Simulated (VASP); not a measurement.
# Na (Im-3m) in VASP: further runs

Na is run at these levels: PBEsol; tasks: single point, relaxation of cell and atoms.

Everything below comes from runs of VASP 6.6.1. Logs are shortened: lines on timing, memory, paths and dates and some standing lists are left out, and cuts for length are marked.

**1. The cell of the first run**

Symmetry: Im-3m, No. 229, cubic system. The conventional cell has a = 3.326 Å, b = 3.326 Å, c = 3.326 Å, α = 90.00°, β = 90.00°, γ = 90.00°. Na (site symmetry m-3m) has 14 Na at 2.88 to 3.33 Å within 3.8 Å.

**2. Single point, PBEsol**

Contents of INCAR:

```
SYSTEM = Na
PREC     = Accurate       ! precision mode
ENCUT    = 500            ! plane-wave cutoff, eV
EDIFF    = 1E-6           ! SCF threshold, eV
ISMEAR   = -1             ! smearing method
SIGMA    = 0.1            ! smearing width, eV
LREAL    = .FALSE.        ! projectors in reciprocal space
LASPH    = .TRUE.         ! aspherical terms in the spheres
NELM     = 120            ! most SCF steps
ALGO     = Normal         ! electronic algorithm
ISIF     = 2              ! what is computed and relaxed
LWAVE    = .FALSE.        ! write WAVECAR
LCHARG   = .FALSE.        ! write CHGCAR
GGA      = PS             ! functional
NBANDS   = 10             ! bands
GGA_COMPAT= .FALSE.
```

Contents of KPOINTS:

```
Automatic mesh
0
G
  16 16 16
  0 0 0
```

Contents of POSCAR:

```
Na
1.0
   -1.6631126902      1.6631126902      1.6631126902
    1.6631126902     -1.6631126902      1.6631126902
    1.6631126902      1.6631126902     -1.6631126902
Na
1
Direct
    0.0000000000      0.0000000000      0.0000000000
```

Potentials or basis: VASP PAW PBE potentials, release 64 (Na_pv).

Started as:

```bash
$ cat potpaw_PBE.64/Na_pv/POTCAR > POTCAR
$ mpirun -np 1 vasp_std > vasp.out
```

OUTCAR:

```text
SYSTEM = Na
   PREC = Accurate
   ENCUT = 500
   EDIFF = 1E-6
   ISMEAR = -1
   LREAL = .FALSE.
   LASPH = .TRUE.
   NELM = 120
   ISIF = 2
   GGA = PS

 ion  position               nearest neighbor table
   1  0.000  0.000  0.000-

  LATTYP: Found a body centered cubic cell.
 ALAT       =     3.3262253804

  Lattice vectors:

 A1 = (  -1.6631126902,   1.6631126902,   1.6631126902)
 A2 = (   1.6631126902,  -1.6631126902,   1.6631126902)
 A3 = (   1.6631126902,   1.6631126902,  -1.6631126902)

Analysis of symmetry for initial positions (statically):
=====================================================================
 Subroutine PRICEL returns:
 Original cell was already a primitive cell.

 Routine SETGRP: Setting up the symmetry group for a
 body centered cubic supercell.

 Subroutine GETGRP returns: Found 48 space group operations
 (whereof 48 operations were pure point group operations)
 out of a pool of 48 trial point group operations.

The static configuration has the point symmetry O_h .

Analysis of symmetry for dynamics (positions and initial velocities):
=====================================================================
 Subroutine PRICEL returns:
 Original cell was already a primitive cell.

 Routine SETGRP: Setting up the symmetry group for a
 body centered cubic supercell.

 Subroutine GETGRP returns: Found 48 space group operations
 (whereof 48 operations were pure point group operations)
 out of a pool of 48 trial point group operations.

The dynamic configuration has the point symmetry O_h .

 Subroutine INISYM returns: Found 48 space group operations
 (whereof 48 operations are pure point group operations),
 and found     1 'primitive' translations

----------------------------------------------------------------------------------------

                                     Primitive cell

  volume of cell :      18.4003

  direct lattice vectors                    reciprocal lattice vectors
    -1.663112690  1.663112690  1.663112690     0.000000000  0.300641083  0.300641083
     1.663112690 -1.663112690  1.663112690     0.300641083  0.000000000  0.300641083
     1.663112690  1.663112690 -1.663112690     0.300641083  0.300641083  0.000000000

  length of vectors
     2.880595678  2.880595678  2.880595678     0.425170697  0.425170697  0.425170697

  position of ions in fractional coordinates (direct lattice)
     0.000000000  0.000000000  0.000000000

  ion indices of the primitive-cell ions
   primitive index   ion index
                 1           1

----------------------------------------------------------------------------------------

 KPOINTS: Automatic mesh

Automatic generation of k-mesh.
 Grid dimensions read from file:
 generate k-points for:   16   16   16

 Generating k-lattice:

  Cartesian coordinates                     Fractional coordinates (reciprocal lattice)
     0.000000000  0.018790068  0.018790068     0.062500000  0.000000000  0.000000000
     0.018790068  0.000000000  0.018790068     0.000000000  0.062500000  0.000000000
     0.018790068  0.018790068  0.000000000     0.000000000  0.000000000  0.062500000

  Length of vectors
     0.026573169  0.026573169  0.026573169

  Shift w.r.t. Gamma in fractional coordinates (k-lattice)
     0.000000000  0.000000000  0.000000000

 Subroutine IBZKPT returns following result:
 ===========================================

 Found    145 irreducible k-points:

 Following reciprocal coordinates:
            Coordinates               Weight
  0.000000  0.000000  0.000000      1.000000
  0.062500  0.000000  0.000000     12.000000
  0.125000  0.000000  0.000000     12.000000
  0.187500  0.000000  0.000000     12.000000
  0.250000  0.000000  0.000000     12.000000
  0.312500  0.000000  0.000000     12.000000
[... 16 lines left out ...]
  0.187500  0.187500  0.000000     24.000000
  0.250000  0.187500  0.000000     48.000000
 [... further k-points ...]
   k-points           NKPTS =    145   k-points in BZ     NKDIM =    145   number of bands    NBANDS=     10
   number of dos      NEDOS =    301   number of ions     NIONS =      1
   total plane-waves  NPLWV =  13824
   dimension x,y,z NGX =    24 NGY =   24 NGZ =   24
   dimension x,y,z NGXF=    48 NGYF=   48 NGZF=   48
   ions per type =               1
   NGX,Y,Z   is equivalent  to a cutoff of  13.85, 13.85, 13.85 a.u.
   NGXF,Y,Z  is equivalent  to a cutoff of  27.70, 27.70, 27.70 a.u.
 SYSTEM =  Na
   PREC   = accura    normal or accurate (medium, high low for compatibility)
   ISTART =      0    job   : 0-new  1-cont  2-samecut
   ICHARG =      2    charge: 1-file 2-atom 10-const
   ISPIN  =      1    spin polarized calculation?
   LNONCOLLINEAR =      F non collinear calculations
   LSORBIT =      F    spin-orbit coupling
   LASPH  =      T    aspherical Exc in radial PAW
   ENCUT  =  500.0 eV  36.75 Ry    6.06 a.u.   5.25  5.25  5.25*2*pi/ulx,y,z
   NELM   =    120;   NELMIN=  2; NELMDL= -5     # of ELM steps
   EDIFF  = 0.1E-05   stopping-criterion for ELM
   LREAL  =      F    real-space projection
   EDIFFG = 0.1E-04   stopping-criterion for IOM
   NSW    =      0    number of steps for IOM
   IBRION =     -1    ionic relax: 0-MD 1-quasi-New 2-CG
   NFREE  =      0    steps in history (QN), initial steepest desc. (CG)
   ISIF   =      2    stress and relaxation
   ISYM   =      2    0-nonsym 1-usesym 2-fastsym
   POTIM  = 0.5000    time-step for ionic-motion
   TEBEG  =    0.0;   TEEND  =   0.0 temperature during run
   PSTRESS=    0.0 pullay stress
   NELECT =       7.0000    total number of electrons
   NUPDOWN=      -1.0000    fix difference up-down
   EMIN   =  10.00;   EMAX   =-10.00  energy-range for DOS
   EFERMI =   0.00;   METHOD = LEGACY
   ISMEAR =    -1;   SIGMA  =   0.10  broadening in eV -4-tet -1-fermi 0-gaus
   EFERMI_NEDOS =   21; number of points for ismear=-14 and -15
   IALGO  =     38    algorithm
   IMIX   =      4    mixing-type and parameters
     AMIX     =   0.40;   BMIX     =  1.00
     AMIX_MAG =   1.60;   BMIX_MAG =  1.00
  volume/ion in A,a.u.               =      18.40       124.17
  Fermi-wavevector in a.u.,A,eV,Ry     =   1.186222  2.241634 19.145054  1.407122
  Thomas-Fermi vector in A             =   2.322399
   LORBIT       =      0    0 simple, 1 ext, 2 COOP (PROOUT), +10 PAW based schemes
   GGA     = PS    functional components
   LHFCALC =     F    Hartree Fock is set to
   AEXX    =    0.0000 exact exchange contribution
   IVDW    =     0    specifies the selected vdW correction
   LEPSILON=     F    determine dielectric tensor
   LRPA    =     F    only Hartree local field effects (RPA)
 non-spin polarized calculation
  energy-cutoff  :      500.00
  volume of cell :       18.40
 maximum number of plane-waves:       484
 NGX is ok and might be reduce to    24
   NGX = 11   NGY = 11   NGZ = 11

 number of electron       6.9999992 magnetization

 Free energy of the ion-electron system (eV)
  ---------------------------------------------------
  ext. energy  EPLUGINS =         0.00000000
  ---------------------------------------------------
  free energy    TOTEN  =        -0.79125219 eV

  energy without entropy =       -0.78100318  energy(sigma->0) =       -0.78612768

 E-fermi :   3.3432     XC(G=0):  -8.7166

 val. band max:        3.3292721147   @ k =   0.3125   0.1875   0.0000
 cond. band min:       3.4150209472   @ k =  -0.3125   0.3125   0.3125
 fundamental gap:      0.0857488326
 Fermi energy:         3.3431852113

 k-point     1 :       0.0000    0.0000    0.0000
  band No.  band energies     occupation
      1     -21.4044      2.00000
      2     -21.4044      2.00000
      3     -21.4044      2.00000
      4      -1.8057      2.00000
      5      20.2936      0.00000
      6      20.2936      0.00000
      7      20.2936      0.00000
      8      21.8888      0.00000
      9      21.8888      0.00000
     10      22.8540      0.00000

 k-point     2 :       0.0625    0.0000    0.0000
  band No.  band energies     occupation
      1     -21.4182      2.00000
      2     -21.4082      2.00000
      3     -21.4046      2.00000
      4      -1.6899      2.00000
      5      19.0079      0.00000
      6      19.5537      0.00000
      7      20.1910      0.00000
      8      21.1183      0.00000
      9      21.1693      0.00000
     10      23.7120      0.00000

 k-point     3 :       0.1250    0.0000    0.0000
  band No.  band energies     occupation
      1     -21.4571      2.00000
      2     -21.4190      2.00000
      3     -21.4050      2.00000
      4      -1.3458      2.00000
      5      16.6420      0.00000
      6      18.3691      0.00000
      7      19.9316      0.00000
      8      20.1465      0.00000
      9      21.1474      0.00000
     10      24.8353      0.00000

 k-point     4 :       0.1875    0.0000    0.0000
  band No.  band energies     occupation
      1     -21.5145      2.00000
      2     -21.4351      2.00000
      3     -21.4056      2.00000
      4      -0.7830      2.00000
      5      14.3128      0.00000
      6      17.2757      0.00000
      7      19.3092      0.00000
      8      19.6084      0.00000
      9      21.1629      0.00000
     10      25.6771      0.00000
[... 222 lines left out ...]
 k-point    22 :       0.4375    0.1250    0.0000
  band No.  band energies     occupation
      1     -21.7293      2.00000
      2     -21.5211      2.00000
      3     -21.4249      2.00000
      4       4.6339      0.00000
      5       5.5975      0.00000
      6      12.5286      0.00000
      7      17.3846      0.00000
      8      18.9876      0.00000
      9      22.9064      0.00000
     10      25.5564      0.00000

 k-point    23 :       0.1875    0.1875    0.0000
  band No.  band energies     occupation
      1     -21.6376      2.00000
      2     -21.4801      2.00000
      3     -21.4280      2.00000
      4       1.1473      2.00000
      5      10.9194      0.00000
      6      12.6608      0.00000
      7      17.9529      0.00000
      8      20.0702      0.00000
      9      22.7739      0.00000
     10      25.9440      0.00000

 k-point    24 :       0.2500    0.1875    0.0000
  band No.  band energies     occupation
      1     -21.6715      2.00000
      2     -21.5072      2.00000
      3     -21.4323      2.00000
      4       2.1628      1.99999
      5       9.4134      0.00000
      6      11.7456      0.00000
      7      17.4590      0.00000
      8      20.1277      0.00000
      9      23.1351      0.00000
     10      25.7592      0.00000

 [... further k-points ...]

------------------------ aborting loop because EDIFF is reached ----------------------------------------

  FORCE on cell =-STRESS in cart. coord.  units (eV):
  Direction    XX          YY          ZZ          XY          YZ          ZX
  --------------------------------------------------------------------------------------
  -------------------------------------------------------------------------------------
  Total        2.1634866      2.1634866      2.1634866      0.0000000      0.0000000      0.0000000
  in kB      188.3821569    188.3821569    188.3821569      0.0000000      0.0000000      0.0000000
  external PRESSURE =     188.3821569 kB  Pullay stress =       0.0000000 kB

 VOLUME and BASIS-vectors are now :
 -----------------------------------------------------------------------------
  energy-cutoff  :      500.00
  volume of cell :       18.40
      direct lattice vectors                 reciprocal lattice vectors
    -1.663112690  1.663112690  1.663112690     0.000000000  0.300641083  0.300641083
     1.663112690 -1.663112690  1.663112690     0.300641083  0.000000000  0.300641083
     1.663112690  1.663112690 -1.663112690     0.300641083  0.300641083  0.000000000

 POSITION                                       TOTAL-FORCE (eV/Angst)
 -----------------------------------------------------------------------------------
      0.00000      0.00000      0.00000         0.000000      0.000000      0.000000
 -----------------------------------------------------------------------------------
    total drift:                                0.000000      0.000000     -0.000000

  FREE ENERGIE OF THE ION-ELECTRON SYSTEM (eV)
  ---------------------------------------------------
  free  energy   TOTEN  =        -0.7912521868 eV

  energy  without entropy=       -0.7810031813  energy(sigma->0) =       -0.78612768
```

Run time: 7.2 s. Hardware: 1 thread of Intel Xeon Platinum 8488C (Sapphire Rapids), shared host; peak memory 0.14 GiB.

What came out:

```yaml
Free_energy: -0.7913 eV
Pressure: 18.8 GPa
Band_gap_on_the_k_mesh: zero (an odd number of electrons rules out a gap without spin polarisation)
```

Caveat: the cell stands under pressure; the PAW data sets were made with another functional, which shifts forces and pressure a little.

**3. Single point, PBEsol**

Contents of INCAR:

```
PREC = Accurate ; ENCUT = 500
EDIFF = 1E-6 ; ISMEAR = -1
SIGMA = 0.1 ; LREAL = F
LASPH = T ; NELM = 120
ALGO = Normal ; ISIF = 2
LWAVE = F ; LCHARG = F
GGA = PS ; NBANDS = 10
GGA_COMPAT = F
```

Contents of KPOINTS:

```
regular mesh
0
Gamma
  16 16 16
```

Contents of POSCAR:

```
Na
1.0
   -1.6627794031      1.6627794031      1.6627794031
    1.6627794031     -1.6627794031      1.6627794031
    1.6627794031      1.6627794031     -1.6627794031
Na
1
Direct
    0.0000000000      0.0000000000      0.0000000000
```

Potentials or basis: VASP PAW PBE potentials, release 64 (Na_pv).

Started as:

```bash
$ cat potpaw_PBE.64/Na_pv/POTCAR > POTCAR
$ mpirun -np 1 vasp_std > vasp.out
```

It took 7.3 s on 1 thread of Intel Xeon Platinum 8488C (Sapphire Rapids), shared host; peak memory 0.14 GiB.

Results (log left out):

- Free energy: -0.7899 eV
- Pressure: 18.9 GPa
- Band gap on the k mesh: zero (an odd number of electrons rules out a gap without spin polarisation)

Levels at points of the mesh, in eV from the Fermi level:
```tsv
k point	band 1	band 2	band 3	band 4	band 5	band 6	band 7
(0.00, 0.00, 0.00)	-24.75	-24.75	-24.75	-5.15	16.96	16.96	16.96
(0.50, 0.00, 0.00)	-25.09	-24.85	-24.75	1.05	1.96	11.36	14.12
(0.50, 0.50, 0.50)	-24.97	-24.97	-24.97	5.48	5.48	7.98	7.98
```

Caveat: the cell stands under pressure; the PAW data sets were made with another functional, which shifts forces and pressure a little.

**4. Relaxation of cell and atoms, PBEsol, target pressure 19 GPa, at which the enthalpy is minimised**

Contents of INCAR:

```
SYSTEM = Na
ALGO = Normal
EDIFF = 1E-7
EDIFFG = -0.005
ENCUT = 500
GGA = PS
GGA_COMPAT = .False.
IBRION = 2
ISIF = 3
ISMEAR = -1
LASPH = .True.
LCHARG = .False.
LREAL = .False.
LWAVE = .False.
NELM = 120
NELMIN = 4
NSW = 32
PREC = Accurate
PSTRESS = 190.0
SIGMA = 0.1
```

Contents of KPOINTS:

```
k-points
0
Gamma
  16 16 16
  0 0 0
```

Contents of POSCAR:

```
Na
1.0
   -1.6631126902      1.6631126902      1.6631126902
    1.6631126902     -1.6631126902      1.6631126902
    1.6631126902      1.6631126902     -1.6631126902
Na
1
Direct
    0.0000000000      0.0000000000      0.0000000000
```

Started as:

```bash
$ cat potpaw_PBE.64/Na_pv/POTCAR > POTCAR
$ mpirun -np 1 vasp_std > vasp.out
```

Wall time 6.2 s (1 thread of Intel Xeon Platinum 8488C (Sapphire Rapids), shared host); peak memory 0.14 GiB.

It converged, with:

```
Free energy             : -0.7913 eV
Pressure after relaxing : 19.0 GPa
Band gap on the k mesh  : zero (an odd number of electrons rules out a gap without spin polarisation)
```

Final structure:
```
Na
1.0
    -1.66311    1.66311    1.66311
     1.66311   -1.66311    1.66311
     1.66311    1.66311   -1.66311
Na
1
Direct
  0.00000 0.00000 0.00000
```

Levels at points of the mesh, in eV from the Fermi level:
```csv
k point,band 1,band 2,band 3,band 4,band 5,band 6,band 7
"(0.00, 0.00, 0.00)",-24.75,-24.75,-24.75,-5.15,16.95,16.95,16.95
"(0.50, 0.00, 0.00)",-25.09,-24.85,-24.75,1.05,1.96,11.36,14.12
"(0.50, 0.50, 0.50)",-24.97,-24.97,-24.97,5.48,5.48,7.98,7.98
```

Caveat: the relaxation stopped at its first step, so nothing moved; the cell is relaxed towards a set pressure, so the run minimises the enthalpy, not the energy; the PAW data sets were made with another functional, which shifts forces and pressure a little.

**5. Relaxation of cell and atoms, PBEsol, target pressure 19 GPa, at which the enthalpy is minimised**

This run uses another cell than the first one, of 18.48 Å³/atom.

Contents of INCAR:

```
PREC = Accurate ; ENCUT = 500
EDIFF = 1E-7 ; ISMEAR = -1
SIGMA = 0.1 ; LREAL = False
LASPH = True ; NELM = 120
ALGO = Normal ; ISIF = 3
LWAVE = False ; LCHARG = False
GGA = PS ; IBRION = 2
NSW = 60 ; EDIFFG = -0.005
PSTRESS = 190.0 ; GGA_COMPAT = False
NELMIN = 4
```

Contents of KPOINTS:

```
Automatic mesh
0
Gamma
  16 16 16
```

Contents of POSCAR:

```
Na
1.0
   -1.6656590020      1.6656590020      1.6656590020
    1.6656590020     -1.6656590020      1.6656590020
    1.6656590020      1.6656590020     -1.6656590020
Na
1
Direct
    0.0000000000      0.0000000000      0.0000000000
```

Started as:

```bash
$ cat potpaw_PBE.64/Na_pv/POTCAR > POTCAR
$ mpirun -np 1 vasp_std > vasp.out
```

Wall time 11 s (1 thread of Intel Xeon Platinum 8488C (Sapphire Rapids), shared host); peak memory 0.14 GiB.

Results (log left out):

```
Free energy                                                : -0.7933 eV
Relaxed volume                                             : 18.42 Å³/atom
Relaxed cell                                               : a = 2.881 Å, b = 2.881 Å, c = 2.881 Å, α = 109.47°, β = 109.47°, γ = 109.47°
Space group after relaxing (to 0.1 Å)                      : Im-3m (No. 229)
Energy change on relaxing (the run minimises the enthalpy) : +8.0 meV/atom
Ionic steps                                                : 3
Pressure after relaxing                                    : 19.0 GPa
Band gap on the k mesh                                     : zero (an odd number of electrons rules out a gap without spin polarisation)
```

The path:
```tsv
step	energy change (eV)	largest force (eV/Å)	pressure (GPa)	volume (Å³)
1	0.0000	0.0000	18.75	18.48
2	0.0091	0.0000	19.05	18.41
3	0.0080	0.0000	18.97	18.42
```

Final structure:
```
CELL_PARAMETERS angstrom
-1.66362 1.66362 1.66362
1.66362 -1.66362 1.66362
1.66362 1.66362 -1.66362
ATOMIC_POSITIONS crystal
Na 0.00000 0.00000 0.00000
```

Levels at points of the mesh, in eV from the Fermi level:
| k point | band 1 | band 2 | band 3 | band 4 | band 5 | band 6 |
| --- | --- | --- | --- | --- | --- | --- |
| (0.00, 0.00, 0.00) | -24.75 | -24.75 | -24.75 | -5.15 | 16.94 | 16.94 |
| (0.50, 0.00, 0.00) | -25.09 | -24.85 | -24.75 | 1.05 | 1.96 | 11.35 |
| (0.50, 0.50, 0.50) | -24.97 | -24.97 | -24.97 | 5.48 | 5.48 | 7.97 |

Caveat: the cell is relaxed towards a set pressure, so the run minimises the enthalpy, not the energy; the PAW data sets were made with another functional, which shifts forces and pressure a little.

**6. Overview**

| task | cell | gap on the mesh (eV) | pressure (GPa) |
| --- | --- | --- | --- |
| single point | a = 2.881 Å, angles 109.5°, 1 atom | none | 18.8 |
| single point | a = 2.880 Å, angles 109.5°, 1 atom | none | 18.9 |
| relaxation of cell and atoms | relaxed to 19 GPa from a = 2.881 Å, angles 109.5°, 1 atom | none | 19.0 |
| relaxation of cell and atoms | relaxed to 19 GPa from a = 2.885 Å, angles 109.5°, 1 atom | none | 19.0 |

Alike in all rows: level PBEsol; potentials or basis VASP PAW PBE potentials, release 64 (Na_pv); no spin polarisation; k mesh 16 × 16 × 16; cutoff (eV) 500; smearing fermi-dirac 0.1 eV.

Caveats: the PAW data sets were made with another functional, which shifts forces and pressure a little; the cell stands under pressure (at least some runs); the cell is relaxed towards a set pressure, so the run minimises the enthalpy, not the energy (at least some runs); the relaxation stopped at its first step, so nothing moved (at least some runs).

Total energies depend on the potentials used, so only differences within one code and one set of settings carry meaning.
